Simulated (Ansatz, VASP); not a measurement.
**SnSe in VASP and in Ansatz**

Contents of POSCAR:

```
SnSe
1.0
   -4.2853274191      0.0000000000      0.0000000000
    0.0000000000     -4.2853274191      0.0000000000
    0.0000000000      0.0000000000     10.9906921300
Sn Se
2 2
Direct
    0.5000000000      0.0000000000      0.3722291100
    0.0000000000      0.5000000000      0.6277708900
    0.5000000000      0.0000000000      0.6160394900
    0.0000000000      0.5000000000      0.3839605100
```

INCAR.step1

```
PREC = Accurate
ENCUT = 520
ISMEAR = 0
SIGMA = 0.05
LREAL = False
LASPH = True
NELM = 60
NBANDS = 28
GGA = PE
ALGO = Normal
EDIFF = 1E-4
LWAVE = True
LCHARG = False
```

File INCAR.step2:

```
PREC = Accurate
ENCUT = 520
EDIFF = 1E-6
ISMEAR = 0
SIGMA = 0.05
LREAL = False
LASPH = True
NELM = 60
ALGO = Normal
ISIF = 2
LWAVE = False
LCHARG = False
METAGGA = R2SCAN
LMIXTAU = True
NBANDS = 28
ISTART = 1
```

File KPOINTS:

```
regular mesh
0
Gamma
  6 6 3
```

Input for Ansatz:

```yaml
crystal:
  lattice:
    - [-4.2853274191, 0.0, 0.0]
    - [0.0, -4.2853274191, 0.0]
    - [0.0, 0.0, 10.99069213]
  atoms:
    - { symbol: Sn, position: [0.5, 0.0, 0.37222911] }
    - { symbol: Sn, position: [0.0, 0.5, 0.62777089] }
    - { symbol: Se, position: [0.5, 0.0, 0.61603949] }
    - { symbol: Se, position: [0.0, 0.5, 0.38396051] }
basis:
  ecutwfc: 500
kpoints:
  mp_grid: { grid: [6, 6, 3] }
hamiltonian:
  xc: r2scan
scf:
  occupations: { method: gaussian, width: 0.05 }
output:
  forces: true
  stress: true
  eigenvalues: true
```

Alike in both runs: task single point; functional r2SCAN; k mesh 6 × 6 × 3; occupations gaussian, width 0.05 eV; no spin polarisation.

|  | VASP | Ansatz |
| --- | --- | --- |
| version | VASP 6.6.1 | Ansatz 0.2.0 |
| potentials or method | VASP PAW PBE potentials, release 64 (Sn_d, Se), cutoff 520 eV | scalar-relativistic, plane waves, PAW |
| valence electrons in the cell | 40 | 60 |

Ansatz gave:

* gap on the k mesh at the Fermi level (eV): 1.78
* least direct gap on the mesh (eV): 1.78
* rms of the force components (eV/Å): 0.006

Which values does VASP return?

gap on the k mesh at the Fermi level (eV): 1.77; least direct gap on the mesh (eV): 1.77; rms of the force components (eV/Å): 0.007.

VASP's potentials were made for PBE, not for r2SCAN. Atom by atom the forces differ by 0.008 eV/Å (rms over components). With one functional, cell and mesh, what is left measures potentials, basis and numerics. VASP's potentials hold 40 valence electrons a cell and Ansatz's 60, so a difference there can come from the potentials and not from the codes.
